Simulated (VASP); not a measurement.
# HfN (Cmcm) in VASP: a series of runs

HfN is run at these levels: PBEsol; tasks: single point.

Everything below comes from runs of VASP 6.6.1. Logs are shortened: lines on timing, memory, paths and dates and some standing lists are left out, and cuts for length are marked.

## Step 1: The cell of the first run

It takes space group Cmcm (No. 63, orthorhombic). Conventional cell: a = 4.502 Å, b = 4.502 Å, c = 4.502 Å, α = 90.00°, β = 90.00°, γ = 90.00°. Within 2.9 Å of Hf (site symmetry m2m) lie 6 N at 2.20 to 2.30 Å. N (site symmetry m2m) has 6 Hf at 2.20 to 2.30 Å within 2.9 Å.

## Step 2: Single point, PBEsol (mode 4 frozen in at +0.000 Å and mode 11 at -0.045 Å (largest displacements))

INCAR

```
SYSTEM = HfN
PREC = Accurate
ENCUT = 520
EDIFF = 1E-6
ISMEAR = 0
SIGMA = 0.15
LREAL = .False.
LASPH = .True.
NELM = 60
ALGO = Normal
ISIF = 2
LWAVE = .False.
LCHARG = .True.
GGA = PS
LELF = .True.
LVHAR = .True.
NBANDS = 23
```

KPOINTS

```
regular mesh
0
Gamma
  14 14 10
  0 0 0
```

POSCAR

```
HfN
1.0
    0.0000000000     -2.2508000098     -2.2508000098
    0.0000000000      2.2508000098     -2.2508000098
    4.5016000196      0.0000000000      0.0000000000
Hf N
2 2
Direct
    0.5004252991      0.4995747009      0.5000000000
   -0.0004252991      0.0004252991      0.0000000000
    0.5099298027      0.4900701973      0.0000000000
   -0.0099298027      0.0099298027      0.5000000000
```

Potentials or basis: VASP PAW PBE potentials, release 64 (Hf_pv, N).

Command:

```sh
$ cat potpaw_PBE.64/Hf_pv/POTCAR potpaw_PBE.64/N/POTCAR > POTCAR
$ mpirun -np 1 vasp_std > vasp.out
```

OUTCAR:

```text
SYSTEM = HfN
   PREC = Accurate
   ENCUT = 520
   EDIFF = 1E-6
   ISMEAR = 0
   LREAL = .False.
   LASPH = .True.
   NELM = 60
   ISIF = 2
   GGA = PS

 ion  position               nearest neighbor table
   1  0.500  0.500  0.500-   4 2.20   3 2.25   3 2.25   4 2.25   4 2.25   4 2.30   2 3.18   2 3.18
                             2 3.18   2 3.18   2 3.18   2 3.18   2 3.19   2 3.19
   2  1.000  0.000  0.000-   3 2.20   4 2.25   4 2.25   3 2.25   3 2.25   3 2.30   1 3.18   1 3.18
                             1 3.18   1 3.18   1 3.18   1 3.18   1 3.19   1 3.19
   3  0.510  0.490  0.000-   2 2.20   1 2.25   1 2.25   2 2.25   2 2.25   2 2.30
   4  0.990  0.010  0.500-   1 2.20   2 2.25   2 2.25   1 2.25   1 2.25   1 2.30

  LATTYP: Found a simple tetragonal cell.
 ALAT       =     3.1831119000
 C/A-ratio  =     1.4142135624

  Lattice vectors:

 A1 = (   0.0000000000,  -2.2508000098,  -2.2508000098)
 A2 = (   0.0000000000,   2.2508000098,  -2.2508000098)
 A3 = (   4.5016000196,   0.0000000000,   0.0000000000)

Analysis of symmetry for initial positions (statically):
=====================================================================
 Subroutine PRICEL returns:
 Original cell was already a primitive cell.

 Routine SETGRP: Setting up the symmetry group for a
 simple tetragonal supercell.

 Subroutine GETGRP returns: Found  8 space group operations
 (whereof  4 operations were pure point group operations)
 out of a pool of 16 trial point group operations.

The static configuration has the point symmetry C_2v.
 The point group associated with its full space group is D_2h.

Analysis of symmetry for dynamics (positions and initial velocities):
=====================================================================
 Subroutine PRICEL returns:
 Original cell was already a primitive cell.

 Routine SETGRP: Setting up the symmetry group for a
 simple tetragonal supercell.

 Subroutine GETGRP returns: Found  8 space group operations
 (whereof  4 operations were pure point group operations)
 out of a pool of 16 trial point group operations.

The dynamic configuration has the point symmetry C_2v.
 The point group associated with its full space group is D_2h.

 Subroutine INISYM returns: Found  8 space group operations
 (whereof  4 operations are pure point group operations),
 and found     1 'primitive' translations

----------------------------------------------------------------------------------------

                                     Primitive cell

  volume of cell :      45.6111
[... 88 lines left out ...]
   LNONCOLLINEAR =      F non collinear calculations
   LSORBIT =      F    spin-orbit coupling
   LASPH  =      T    aspherical Exc in radial PAW
   ENCUT  =  520.0 eV  38.22 Ry    6.18 a.u.   5.92  5.92  8.37*2*pi/ulx,y,z
   NELM   =     60;   NELMIN=  2; NELMDL= -5     # of ELM steps
   EDIFF  = 0.1E-05   stopping-criterion for ELM
   LREAL  =      F    real-space projection
   EDIFFG = 0.1E-04   stopping-criterion for IOM
   NSW    =      0    number of steps for IOM
   IBRION =     -1    ionic relax: 0-MD 1-quasi-New 2-CG
   NFREE  =      0    steps in history (QN), initial steepest desc. (CG)
   ISIF   =      2    stress and relaxation
   ISYM   =      2    0-nonsym 1-usesym 2-fastsym
   POTIM  = 0.5000    time-step for ionic-motion
   TEBEG  =    0.0;   TEEND  =   0.0 temperature during run
   PSTRESS=    0.0 pullay stress
   NELECT =      30.0000    total number of electrons
   NUPDOWN=      -1.0000    fix difference up-down
   EMIN   =  10.00;   EMAX   =-10.00  energy-range for DOS
   EFERMI =   0.00;   METHOD = LEGACY
   ISMEAR =     0;   SIGMA  =   0.15  broadening in eV -4-tet -1-fermi 0-gaus
   EFERMI_NEDOS =   21; number of points for ismear=-14 and -15
   IALGO  =     38    algorithm
   IMIX   =      4    mixing-type and parameters
     AMIX     =   0.40;   BMIX     =  1.00
     AMIX_MAG =   1.60;   BMIX_MAG =  1.00
  volume/ion in A,a.u.               =      11.40        76.95
  Fermi-wavevector in a.u.,A,eV,Ry     =   1.423721  2.690443 27.578773  2.026983
  Thomas-Fermi vector in A             =   2.544289
   LORBIT       =      0    0 simple, 1 ext, 2 COOP (PROOUT), +10 PAW based schemes
   GGA     = PS    functional components
   LHFCALC =     F    Hartree Fock is set to
   AEXX    =    0.0000 exact exchange contribution
   IVDW    =     0    specifies the selected vdW correction
   LEPSILON=     F    determine dielectric tensor
   LRPA    =     F    only Hartree local field effects (RPA)
 non-spin polarized calculation
 Gauss-broadening in eV      SIGMA  =   0.15
  energy-cutoff  :      520.00
  volume of cell :       45.61
 maximum number of plane-waves:      1272
   NGX = 11   NGY = 11   NGZ = 17

 number of electron      30.0000000 magnetization

 Free energy of the ion-electron system (eV)
  ---------------------------------------------------
  ext. energy  EPLUGINS =         0.00000000
  ---------------------------------------------------
  free energy    TOTEN  =       -45.96126700 eV

  energy without entropy =      -45.94660475  energy(sigma->0) =      -45.95393587

 E-fermi :   8.2954     XC(G=0): -12.9501

 val. band max:        8.2950963815   @ k =   0.4286   0.2143   0.2000
 cond. band min:       8.2957209424   @ k =   0.5000   0.2143   0.3000
 fundamental gap:      0.0006245609
 Fermi energy:         8.2954142013

 k-point     1 :       0.0000    0.0000    0.0000
  band No.  band energies     occupation
      1     -23.5536      2.00000
      2     -23.0459      2.00000
      3     -23.0419      2.00000
      4     -22.7208      2.00000
      5     -22.7186      2.00000
      6     -22.7177      2.00000
[... 613 lines left out ...]
     22      13.8376      0.00000
     23      13.8768      0.00000

 [... further k-points ...]
[... 5 lines left out ...]
  --------------------------------------------------------------------------------------
  -------------------------------------------------------------------------------------
  Total       -0.7305883     -0.3105062     -0.5534045      0.0000000      0.0000000      0.0000000
  in kB      -25.6633037    -10.9071218    -19.4393847      0.0000000      0.0000000      0.0000000
  external PRESSURE =     -18.6699367 kB  Pullay stress =       0.0000000 kB

 VOLUME and BASIS-vectors are now :
 -----------------------------------------------------------------------------
  energy-cutoff  :      520.00
  volume of cell :       45.61
      direct lattice vectors                 reciprocal lattice vectors
     0.000000000 -2.250800010 -2.250800010     0.000000000 -0.222143237 -0.222143237
     0.000000000  2.250800010 -2.250800010     0.000000000  0.222143237 -0.222143237
     4.501600020  0.000000000  0.000000000     0.222143237  0.000000000  0.000000000

 POSITION                                       TOTAL-FORCE (eV/Angst)
 -----------------------------------------------------------------------------------
      2.25080     -0.00191     -2.25080         0.000000      0.319265      0.000000
      0.00000     -2.24889     -2.25080         0.000000     -0.319265      0.000000
      0.00000     -0.04470     -2.25080         0.000000      0.597163      0.000000
      2.25080     -2.20610     -2.25080         0.000000     -0.597163      0.000000
 -----------------------------------------------------------------------------------
    total drift:                                0.000000     -0.000000     -0.000000

  FREE ENERGIE OF THE ION-ELECTRON SYSTEM (eV)
  ---------------------------------------------------
  free  energy   TOTEN  =       -45.9612670001 eV

  energy  without entropy=      -45.9466047481  energy(sigma->0) =      -45.95393587
```

stdout:

```text
POSCAR found type information on POSCAR HfN
 POSCAR found :  2 types and       4 ions
 scaLAPACK will be used
 -----------------------------------------------------------------------------
|                                                                             |
|                                                                             |
|     You enforced a specific xc type in the INCAR file but a different       |
|     I HOPE YOU KNOW WHAT YOU ARE DOING!                                     |
|                                                                             |
 -----------------------------------------------------------------------------

 LDA part: xc-table for (Slater+PW92), standard interpolation
 POSCAR, INCAR and KPOINTS ok, starting setup
 FFT: planning ... GRIDC
 FFT: planning ... GRID_SOFT
 FFT: planning ... GRID
 WAVECAR not read
 entering main loop
```

Wall time 91 s (1 thread of Intel Xeon 6975P-C (Granite Rapids), shared host); peak memory 0.4 GiB.

Results:

```
Free energy            : -45.9613 eV
Pressure               : -1.9 GPa
Largest force          : 0.597 eV/Å
Band gap on the k mesh : zero (band 15 reaches 11.64 eV, above the bottom of band 16 at 4.88 eV)
```

Forces on the atoms (eV/Å):
```
Hf   0.000  0.319  0.000
Hf   0.000 -0.319  0.000
N    0.000  0.597  0.000
N    0.000 -0.597  0.000
```

Stress tensor (GPa, compression positive):
```
-2.57  0.00  0.00
 0.00 -1.09  0.00
 0.00  0.00 -1.94
```

Caveat: the cell differs from its parent crystal (mode 4 frozen in at +0.000 Å and mode 11 at -0.045 Å (largest displacements)); the PAW data sets were made with another functional, which shifts forces and pressure a little; spin-orbit coupling is left out, which moves the levels of the heavy elements.

## Step 3: Single point, PBEsol (mode 4 frozen in at -0.043 Å and mode 11 at -0.045 Å (largest displacements))

INCAR

```
SYSTEM = HfN
  PREC = Accurate
  ENCUT = 520
  EDIFF = 1E-6
  ISMEAR = 0
  SIGMA = 0.15
  LREAL = .False.
  LASPH = .True.
  NELM = 100
  ALGO = Normal
  ISIF = 2
  LWAVE = .False.
  LCHARG = .False.
  GGA = PS
  NBANDS = 23
```

KPOINTS

```
Automatic mesh
0
Gamma
  14 14 10
  0 0 0
```

POSCAR

```
HfN
1.0
    0.0000000000     -2.2508000098     -2.2508000098
    0.0000000000      2.2508000098     -2.2508000098
    4.5016000196      0.0000000000      0.0000000000
Hf N
2 2
Direct
    0.5099108154      0.4900891846      0.5000000000
   -0.0099108154      0.0099108154      0.0000000000
    0.5047527378      0.4952472622      0.0000000000
   -0.0047527378      0.0047527378      0.5000000000
```

Potentials or basis: VASP PAW PBE potentials, release 64 (Hf_pv, N).

Command:

```sh
$ cat potpaw_PBE.64/Hf_pv/POTCAR potpaw_PBE.64/N/POTCAR > POTCAR
$ mpirun -np 1 vasp_std > vasp.out
```

Wall time 90 s (1 thread of Intel Xeon 6975P-C (Granite Rapids), shared host); peak memory 0.4 GiB.

It converged, with:

| Quantity | Value |
| --- | --- |
| Free energy | -45.9350 eV |
| Pressure | -1.4 GPa |
| Largest force | 0.934 eV/Å |
| Band gap on the k mesh | zero (band 15 reaches 11.64 eV, above the bottom of band 16 at 4.71 eV) |

Forces on the atoms (eV/Å):
```
Hf   0.000  0.934  0.000
Hf   0.000 -0.934  0.000
N    0.000  0.568  0.000
N    0.000 -0.568  0.000
```

Stress tensor (GPa, compression positive):
```
-2.47  0.00  0.00
 0.00 -0.02  0.00
 0.00  0.00 -1.83
```

Levels at points of the mesh, in eV from the Fermi level:
| k point | band 12 | band 13 | band 14 | band 15 | band 16 | band 17 | band 18 | band 19 |
| --- | --- | --- | --- | --- | --- | --- | --- | --- |
| (0.00, 0.00, 0.00) | -3.68 | -3.04 | -3.02 | -2.82 | -0.38 | -0.36 | -0.27 | 1.91 |
| (0.50, 0.00, 0.00) | -5.88 | -5.41 | -5.28 | 1.68 | 1.71 | 2.13 | 2.55 | 3.22 |
| (0.50, 0.50, 0.00) | -3.89 | -3.69 | -3.67 | -3.67 | -3.58 | 4.07 | 4.17 | 5.62 |
| (0.00, 0.00, 0.50) | -4.01 | -3.87 | -3.87 | -2.32 | -2.32 | 2.94 | 2.94 | 3.22 |
| (0.50, 0.00, 0.50) | -6.24 | -6.22 | -6.22 | 3.34 | 3.34 | 3.71 | 3.71 | 3.77 |
| (0.50, 0.50, 0.50) | -5.48 | -5.44 | -5.44 | 1.14 | 1.14 | 1.15 | 1.15 | 5.65 |

Caveat: the cell differs from its parent crystal (mode 4 frozen in at -0.043 Å and mode 11 at -0.045 Å (largest displacements)); the PAW data sets were made with another functional, which shifts forces and pressure a little; spin-orbit coupling is left out, which moves the levels of the heavy elements.

## Step 4: Single point, PBEsol (mode 4 frozen in at -0.043 Å and mode 11 at +0.045 Å (largest displacements))

INCAR: that of step 3 with these lines changed.

```diff
@@ -12,4 +12,6 @@
   LWAVE = .False.
-  LCHARG = .False.
+  LCHARG = .True.
   GGA = PS
+  LELF = .True.
+  LVHAR = .True.
   NBANDS = 23
```

KPOINTS

```
regular mesh
0
Gamma
  14 14 10
  0 0 0
```

POSCAR

```
HfN
1.0
    0.0000000000     -2.2508000098     -2.2508000098
    0.0000000000      2.2508000098     -2.2508000098
    4.5016000196      0.0000000000      0.0000000000
Hf N
2 2
Direct
    0.5090602171      0.4909397829      0.5000000000
   -0.0090602171      0.0090602171      0.0000000000
    0.4848931324      0.5151068676      0.0000000000
    0.0151068676     -0.0151068676      0.5000000000
```

Command:

```sh
$ cat potpaw_PBE.64/Hf_pv/POTCAR potpaw_PBE.64/N/POTCAR > POTCAR
$ mpirun -np 1 vasp_std > vasp.out
```

Run time: 88 s. Hardware: 1 thread of Intel Xeon 6975P-C (Granite Rapids), shared host; peak memory 0.4 GiB.

It converged, with:

| Property | Result |
| --- | --- |
| Free energy | -45.9340 eV |
| Pressure | -2.0 GPa |
| Largest force | 0.629 eV/Å |
| Band gap on the k mesh | zero (band 15 reaches 11.62 eV, above the bottom of band 16 at 5.06 eV) |

Forces in eV/Å, atoms in the order of the input:
```
Hf   0.000  0.289  0.000
Hf   0.000 -0.289  0.000
N    0.000 -0.629  0.000
N    0.000  0.629  0.000
```

Stress tensor (GPa, compression positive):
```
-2.16  0.00  0.00
 0.00 -1.58  0.00
 0.00  0.00 -2.25
```

Levels at points of the mesh, in eV from the Fermi level:
```tsv
k point	band 12	band 13	band 14	band 15	band 16	band 17	band 18	band 19
(0.00, 0.00, 0.00)	-3.64	-2.98	-2.97	-2.88	-0.38	-0.35	-0.34	1.91
(0.50, 0.00, 0.00)	-5.82	-5.62	-5.01	1.29	1.90	2.25	2.76	3.15
(0.50, 0.50, 0.00)	-3.88	-3.65	-3.64	-3.64	-3.22	4.18	4.21	5.64
(0.00, 0.00, 0.50)	-3.83	-3.81	-3.81	-2.50	-2.50	2.74	2.74	3.13
(0.50, 0.00, 0.50)	-6.21	-6.19	-6.19	3.34	3.34	3.65	3.65	3.79
(0.50, 0.50, 0.50)	-5.45	-5.42	-5.42	1.08	1.08	1.15	1.15	5.66
```

Caveat: the cell differs from its parent crystal (mode 4 frozen in at -0.043 Å and mode 11 at +0.045 Å (largest displacements)); the PAW data sets were made with another functional, which shifts forces and pressure a little; spin-orbit coupling is left out, which moves the levels of the heavy elements.

## Step 5: Single point, PBEsol (mode 4 frozen in at -0.043 Å and mode 11 at -0.067 Å (largest displacements))

INCAR

```
PREC     = Accurate       # precision mode
ENCUT    = 520            # plane-wave cutoff, eV
EDIFF    = 1E-7           # SCF threshold, eV
ISMEAR   = 0              # smearing method
SIGMA    = 0.15           # smearing width, eV
LREAL    = F              # projectors in reciprocal space
LASPH    = T              # aspherical terms in the spheres
NELM     = 100            # most SCF steps
ALGO     = Normal         # electronic algorithm
ISIF     = 2              # what is computed and relaxed
LWAVE    = F              # write WAVECAR
LCHARG   = F              # write CHGCAR
GGA      = PS             # functional
NBANDS   = 23             # bands
```

KPOINTS

```
regular mesh
0
Gamma
  14 14 10
```

POSCAR

```
HfN
1.0
    0.0000000000     -2.2508000098     -2.2508000098
    0.0000000000      2.2508000098     -2.2508000098
    4.5016000196      0.0000000000      0.0000000000
Hf N
2 2
Direct
    0.5101229892      0.4898770108      0.5000000000
   -0.0101229892      0.0101229892      0.0000000000
    0.5097065320      0.4902934680      0.0000000000
   -0.0097065320      0.0097065320      0.5000000000
```

Command:

```sh
$ cat potpaw_PBE.64/Hf_pv/POTCAR potpaw_PBE.64/N/POTCAR > POTCAR
$ mpirun -np 1 vasp_std > vasp.out
```

It took 3 min on 1 thread of Intel Xeon 6975P-C, shared host; peak memory 0.4 GiB.

The run converged. Its results:

| Quantity | Value |
| --- | --- |
| Free energy | -45.9007 eV |
| Pressure | -0.9 GPa |
| Largest force | 1.106 eV/Å |
| Band gap on the k mesh | zero (band 15 reaches 11.64 eV, above the bottom of band 16 at 4.87 eV) |

Forces in eV/Å, atoms in the order of the input:
```
Hf   0.000  1.106  0.000
Hf   0.000 -1.106  0.000
N    0.000  0.881  0.000
N    0.000 -0.881  0.000
```

Stress tensor (GPa, compression positive):
```
-2.44  0.00  0.00
 0.00  1.43  0.00
 0.00  0.00 -1.75
```

Levels at points of the mesh, in eV from the Fermi level:
```csv
k point,band 12,band 13,band 14,band 15,band 16,band 17,band 18,band 19
"(0.00, 0.00, 0.00)",-3.71,-3.06,-3.02,-2.67,-0.39,-0.36,-0.21,1.90
"(0.50, 0.00, 0.00)",-5.89,-5.35,-5.35,1.60,1.81,2.12,2.54,3.23
"(0.50, 0.50, 0.00)",-3.89,-3.70,-3.68,-3.67,-3.43,4.01,4.17,5.61
"(0.00, 0.00, 0.50)",-4.11,-3.89,-3.89,-2.22,-2.22,2.87,2.87,3.18
"(0.50, 0.00, 0.50)",-6.25,-6.22,-6.22,3.34,3.34,3.71,3.71,3.77
"(0.50, 0.50, 0.50)",-5.48,-5.42,-5.42,1.14,1.14,1.14,1.14,5.62
```

Caveat: the cell differs from its parent crystal (mode 4 frozen in at -0.043 Å and mode 11 at -0.067 Å (largest displacements)); the PAW data sets were made with another functional, which shifts forces and pressure a little; spin-orbit coupling is left out, which moves the levels of the heavy elements.
